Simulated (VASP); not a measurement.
Here is a VASP 6.6.1 calculation.

Contents of INCAR:

```
PREC = Accurate
ENCUT = 690
EDIFF = 1E-6
ISMEAR = -1
SIGMA = 0.05
LREAL = False
LASPH = True
NELM = 200
ALGO = Normal
ISIF = 2
LWAVE = False
LCHARG = False
ISPIN = 2
MAGMOM = 1.69 1.69
LORBIT = 11
LMAXMIX = 4
GGA = PE
NBANDS = 28
GGA_COMPAT = False
```

Contents of KPOINTS:

```
regular mesh
0
Gamma
  7 7 4
```

POSCAR

```
Co
1.0
    2.4935221926      0.0000000000      0.0000000000
   -1.2467610963      2.1594535637      0.0000000000
    0.0000000000      0.0000000000      4.0277844638
Co
2
Direct
    0.3333333333      0.6666666667      0.2500000000
    0.6666666667      0.3333333333      0.7500000000
```

Potentials or basis: VASP PAW PBE potentials, release 64 (Co_sv).

Launch:

```bash
$ cat potpaw_PBE.64/Co_sv/POTCAR > POTCAR
$ mpirun -np 1 vasp_std > vasp.out
```

(1) Estimate the site moments.

(2) Predict the net moment.

(3) Predict the pressure.

Answers

(1) Co +1.66 μB.

(2) 3.17 μB per cell.

(3) -1.8 GPa.

Caveat: the k points lie up to 0.42 Å⁻¹ apart.
